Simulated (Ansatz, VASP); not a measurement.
MgI2: VASP beside Ansatz

File INCAR:

```
SYSTEM = MgI2
  PREC = Accurate
  ENCUT = 520
  EDIFF = 1E-6
  ISMEAR = 0
  SIGMA = 0.05
  LREAL = .FALSE.
  LASPH = .TRUE.
  NELM = 60
  ALGO = Normal
  ISIF = 2
  LWAVE = .FALSE.
  LCHARG = .TRUE.
  GGA = PE
  LELF = .TRUE.
  LVHAR = .TRUE.
  NBANDS = 15
```

File KPOINTS:

```
regular mesh
0
G
  6 6 4
  0 0 0
```

The input POSCAR:

```
MgI2
1.0
    4.1537001214      0.0000000000      0.1946008507
   -2.0768500607      3.5972098248     -0.0973004253
    0.3214847000      0.0000000000      6.8620000000
Mg I
1 2
Direct
    0.0000000000      0.0000000000      0.0000000000
    0.3333333333      0.6666666667      0.7576300000
    0.6666666667      0.3333333333      0.2423700000
```

Input for Ansatz:

```yaml
crystal:
  lattice:
    - [4.1537001214, 0.0, 0.1946008507]
    - [-2.0768500607, 3.5972098248, -0.0973004253]
    - [0.3214847, 0.0, 6.862]
  atoms:
    - { symbol: Mg, position: [0.0, 0.0, 0.0] }
    - { symbol: I, position: [0.3333333333, 0.6666666667, 0.75763] }
    - { symbol: I, position: [0.6666666667, 0.3333333333, 0.24237] }
basis:
  ecutwfc: 420
kpoints:
  mp_grid: { grid: [6, 6, 4] }
hamiltonian:
  xc: pbe
scf:
  occupations: { method: gaussian, width: 0.05 }
output:
  forces: true
  stress: true
  eigenvalues: true
```

Change from the starting cell: strain +0.0937 x Voigt [0, 0, 0, 0, 1, 0], atoms carried along.

Alike in both runs: task single point; functional PBE; k mesh 6 × 6 × 4; occupations gaussian, width 0.05 eV; no spin polarisation.

```csv
,VASP,Ansatz
version,VASP 6.6.1,Ansatz 0.2.0
potentials or method,"VASP PAW PBE potentials, release 64 (Mg, I), cutoff 520 eV","scalar-relativistic, plane waves, PAW"
valence electrons in the cell,16,44
```

VASP gave:

```
gap on the k mesh at the Fermi level (eV)                     : 3.42
least direct gap on the mesh (eV)                             : 3.61
pressure (GPa)                                                : 1.6
traceless stress, the component that is largest in VASP (GPa) : -1.63
rms of the force components (eV/Å)                            : 0.139
```

**Question.** What did Ansatz give for the same quantities?

**Answer.** gap on the k mesh at the Fermi level (eV): 3.44; least direct gap on the mesh (eV): 3.62; pressure (GPa): 1.6; traceless stress, the component that is largest in VASP (GPa): -1.64; rms of the force components (eV/Å): 0.141.

Atom by atom the forces differ by 0.004 eV/Å (rms over components). VASP's potentials hold 16 valence electrons a cell and Ansatz's 44, so a difference there can come from the potentials and not from the codes.

Spin-orbit coupling is off throughout.
